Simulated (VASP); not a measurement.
Runs of VASP 6.6.1 on Ge. The structure is that of space group P6_3/mmc (No. 194), or close to it. The cells are those of the table. 

```csv
cell,gap on the mesh (eV),pressure (GPa),largest force (eV/Å)
"a = 3.937, b = 3.937, c = 6.596 Å, angles 90.0, 90.0, 120.0°, 4 atoms",none,2.1,0.16
"a = 3.877, b = 3.877, c = 6.794 Å, angles 90.0, 90.0, 120.0°, 4 atoms",none,2.6,0.53
"a = 4.117, b = 4.117, c = 6.794 Å, angles 90.0, 90.0, 120.0°, 4 atoms",none,-5.0,(d)
"a = 4.057, b = 4.057, c = 6.596 Å, angles 90.0, 90.0, 120.0°, 4 atoms",none,-1.9,0.14
"a = 3.997, b = 3.997, c = 6.398 Å, angles 90.0, 90.0, 120.0°, 4 atoms",none,2.2,0.35
"a = 3.877, b = 3.877, c = 6.695 Å, angles 90.0, 90.0, 120.0°, 4 atoms",none,3.6,0.46
"a = 3.877, b = 3.877, c = 6.596 Å, angles 90.0, 90.0, 120.0°, 4 atoms",-,4.8,0.35
"a = 4.117, b = 4.117, c = 6.398 Å, angles 90.0, 90.0, 120.0°, 4 atoms",none,-1.5,(c)
"a = 3.937, b = 3.937, c = 6.398 Å, angles 90.0, 90.0, 120.0°, 4 atoms",none,(a),0.17
"a = 3.937, b = 3.937, c = 6.497 Å, angles 90.0, 90.0, 120.0°, 4 atoms",none,(b),0.01
"a = 3.937, b = 3.937, c = 6.695 Å, angles 90.0, 90.0, 120.0°, 4 atoms",none,1.0,0.27
"a = 4.117, b = 4.117, c = 6.497 Å, angles 90.0, 90.0, 120.0°, 4 atoms",none,-2.6,0.42
```

Alike in all rows: task single point; level PBEsol; potentials or basis VASP PAW PBE potentials, release 64 (Ge_d); no spin polarisation; k mesh 12 × 12 × 8; cutoff (eV) 520; smearing gaussian 0.15 eV.

**Question.** Estimate the missing entries.

**Answer.** (a) 4.7; (b) 3.3; (c) 0.62; (d) 0.03.

Caveats: the PAW data sets were made with another functional, which shifts forces and pressure a little.

A k mesh can miss the band edges, and the runs leave out spin-orbit coupling on Ge.

A gap of «none» marks levels without a gap at the run's occupations.
